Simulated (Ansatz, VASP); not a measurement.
CaS: VASP beside Ansatz

File INCAR:

```
  PREC = Accurate
  ENCUT = 500
  EDIFF = 1E-7
  ISMEAR = -1
  SIGMA = 0.08
  LREAL = F
  LASPH = T
  NELM = 120
  ALGO = Normal
  ISIF = 3
  LWAVE = F
  LCHARG = F
  GGA = PS
  IBRION = 2
  NSW = 100
  EDIFFG = -0.002
  GGA_COMPAT = F
  NELMIN = 4
```

The input KPOINTS:

```
regular mesh
0
Gamma
  14 14 14
```

The input POSCAR:

```
CaS
1.0
    0.0000000000      2.8430000000      2.8430000000
    2.8430000000      0.0000000000      2.8430000000
    2.8430000000      2.8430000000      0.0000000000
Ca S
1 1
Direct
    0.0000000000      0.0000000000      0.0000000000
    0.5000000000      0.5000000000      0.5000000000
```

Input for Ansatz:

```yaml
crystal:
  lattice:
    - [0.0, 2.843, 2.843]
    - [2.843, 0.0, 2.843]
    - [2.843, 2.843, 0.0]
  atoms:
    - { symbol: Ca, position: [0.0, 0.0, 0.0] }
    - { symbol: S, position: [0.5, 0.5, 0.5] }
kpoints:
  mp_grid: { grid: [14, 14, 14] }
scf:
  occupations: { method: fermi_dirac, width: 0.08 }
hamiltonian:
  xc: pbesol
  pseudopotentials: { kind: paw }
relax:
  f_tol: 0.002
  max_steps: 80
  cell: {}
output:
  forces: true
  stress: true
```

Alike in both runs: task relaxation of cell and atoms; functional PBEsol; k mesh 14 × 14 × 14; occupations fermi-dirac, width 0.08 eV; no spin polarisation.

```csv
,VASP,Ansatz
version,VASP 6.6.1,Ansatz 0.2.0
potentials or method,"VASP PAW PBE potentials, release 64 (Ca_sv, S)","PAW with Ansatz's default frozen-core files, scalar-relativistic"
plane-wave cutoff (eV),500,420
valence electrons in the cell,16,16
```

```tsv
	VASP	Ansatz	Ansatz less VASP
relaxed volume (Å³/atom)	22.41	22.36	-0.054
relaxed cell length with the largest relative difference (Å)	3.987	3.984	-0.0032
```

VASP's potentials were made for PBE, not for PBEsol.
